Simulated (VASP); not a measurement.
A run of VASP 6.6.1 is set up as follows.

INCAR

```
PREC = Accurate ; ENCUT = 520
EDIFF = 1E-7 ; ISMEAR = -1
SIGMA = 0.1 ; LREAL = False
LASPH = True ; NELM = 100
ALGO = Normal ; ISIF = 2
LWAVE = False ; LCHARG = False
GGA = B5 ; ALDAX = 1.0
AGGAX = 1.0 ; AGGAC = 1.0
ALDAC = 0.0 ; NBANDS = 22
```

Contents of KPOINTS:

```
regular mesh
0
Gamma
  16 16 16
```

The input POSCAR:

```
Rh
1.0
    0.0000000000      2.8078605047      2.8078605047
    2.8078605047      0.0000000000      2.8078605047
    2.8078605047      2.8078605047      0.0000000000
Rh
2
Direct
    0.1250000000      0.1250000000      0.1250000000
    0.8750000000      0.8750000000      0.8750000000
```

Potentials or basis: VASP PAW PBE potentials, release 64 (Rh_pv).

Command:

```sh
$ cat potpaw_PBE.64/Rh_pv/POTCAR > POTCAR
$ mpirun -np 1 vasp_std > vasp.out
```

**Question.** What does it give for the band gap on the k mesh?

**Answer.** Zero (bands 15 and 16 overlap by 1.05 eV).

**Question.** Predict the pressure.

**Answer.** 0.4 GPa.

Caveat: the PAW data sets were made with another functional, which shifts forces and pressure a little.
